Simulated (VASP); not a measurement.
Set up this calculation in VASP 6.6.1, as the native input.

- Task: electric field gradients
- Functional: PBE
- Potentials or basis: VASP PAW PBE potentials, release 64 (Ta_pv, S)
- Cutoff: 400 eV
- k mesh: 9 × 9 × 5
- Occupations: fermi-dirac, width 0.03 eV
- Spin: no spin polarisation
- Dipole correction: no
- Further INCAR settings: ALGO = Normal; EDIFF = 1e-08; NBANDS = 18

The structure of TaS2 lies in POSCAR:

```
TaS2
1.0
    3.3611317775      0.0000000000      0.0000000000
   -1.6805658888      2.9108255048      0.0000000000
    0.0000000000      0.0000000000      5.8794685816
Ta S
1 2
Direct
    0.0000000000      0.0000000000      0.0000000000
    0.3333333333      0.6666666667      0.2500000000
    0.6666666667      0.3333333333      0.7500000000
```

This cell differs from its parent crystal: volume scaled by 1.01.

The input as run:

INCAR

```
SYSTEM = TaS2
ALGO     = Normal         ! electronic algorithm
EDIFF    = 1E-8           ! SCF threshold, eV
ENCUT    = 400            ! plane-wave cutoff, eV
GGA      = PE             ! functional
GGA_COMPAT= .False.      
ISIF     = 2              ! what is computed and relaxed
ISMEAR   = -1             ! smearing method
LASPH    = .True.         ! aspherical terms in the spheres
LCHARG   = .False.        ! write CHGCAR
LEFG     = .True.       
LREAL    = .False.        ! projectors in reciprocal space
LWAVE    = .False.        ! write WAVECAR
NBANDS   = 18             ! bands
NELM     = 120            ! most SCF steps
PREC     = Accurate       ! precision mode
SIGMA    = 0.03           ! smearing width, eV
```

KPOINTS

```
k-points
0
Gamma
  9 9 5
  0 0 0
```

Potentials or basis: VASP PAW PBE potentials, release 64 (Ta_pv, S).

Command:

```bash
$ cat potpaw_PBE.64/Ta_pv/POTCAR potpaw_PBE.64/S/POTCAR > POTCAR
$ mpirun -np 1 vasp_std > vasp.out
```

It gave:

```json
{
  "Pressure": "7.6 GPa",
  "Largest force": "1.080 eV/Å"
}
```

Caveat: without QUAD_EFG the Cq values of the log hold for a quadrupole moment of 1 mb, not for the nuclei; this functional lacks dispersion, which binds the layers, so the pressure and a relaxed spacing across them are unreliable; forces of over 1 eV/Å act on the atoms, so gaps and moduli don't describe the material at rest.

It took 39 s on 1 thread of AMD EPYC 7R43 64-Core Processor (Zen 3), with other jobs on the host, peak memory 0.14 GiB.
